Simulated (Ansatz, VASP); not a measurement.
**One calculation of GaSb, two programs**

The input INCAR:

```
SYSTEM = GaSb
PREC     = Accurate       ! precision mode
ENCUT    = 500            ! plane-wave cutoff, eV
EDIFF    = 1E-6           ! SCF threshold, eV
ISMEAR   = 0              ! smearing method
SIGMA    = 0.1            ! smearing width, eV
LREAL    = .False.        ! projectors in reciprocal space
LASPH    = .True.         ! aspherical terms in the spheres
NELM     = 120            ! most SCF steps
ALGO     = Normal         ! electronic algorithm
ISIF     = 2              ! what is computed and relaxed
LWAVE    = .False.        ! write WAVECAR
LCHARG   = .False.        ! write CHGCAR
GGA      = PE             ! functional
NBANDS   = 16             ! bands
GGA_COMPAT= .False.
```

The input KPOINTS:

```
regular mesh
0
Gamma
  6 6 6
  0 0 0
```

Contents of POSCAR:

```
GaSb
1.0
    0.0000000000      3.0686040000      3.0686040000
    3.0686040000      0.0000000000      3.0686040000
    3.0686040000      3.0686040000      0.0000000000
Ga Sb
1 1
Direct
    0.0000000000      0.0000000000      0.0000000000
    0.7500000000      0.7500000000      0.7500000000
```

Input for Ansatz:

```yaml
crystal:
  lattice:
    - [0.0, 3.068604, 3.068604]
    - [3.068604, 0.0, 3.068604]
    - [3.068604, 3.068604, 0.0]
  atoms:
    - { symbol: Ga, position: [0.0, 0.0, 0.0] }
    - { symbol: Sb, position: [0.75, 0.75, 0.75] }
basis:
  ecutwfc: 420
kpoints:
  mp_grid: { grid: [6, 6, 6] }
hamiltonian:
  xc: pbe
scf:
  occupations: { method: gaussian, width: 0.1 }
output:
  forces: true
  stress: true
  eigenvalues: true
```

Alike in both runs: task single point; functional PBE; k mesh 6 × 6 × 6; occupations gaussian, width 0.1 eV; no spin polarisation.

```csv
,VASP,Ansatz
version,VASP 6.6.1,Ansatz 0.2.0
potentials or method,"VASP PAW PBE potentials, release 64 (Ga_d, Sb), cutoff 500 eV","scalar-relativistic, plane waves, PAW"
valence electrons in the cell,18,28
```

|  | VASP | Ansatz | Ansatz less VASP |
| --- | --- | --- | --- |
| gap on the k mesh at the Fermi level (eV) | none | none | - |
| pressure (GPa) | 2.0 | 1.9 | -0.07 |

A gap of «none» marks a metal or a gap that the smearing closes. VASP's potentials hold 18 valence electrons a cell and Ansatz's 28, so a difference there can come from the potentials and not from the codes.

Neither program's run includes spin-orbit coupling.
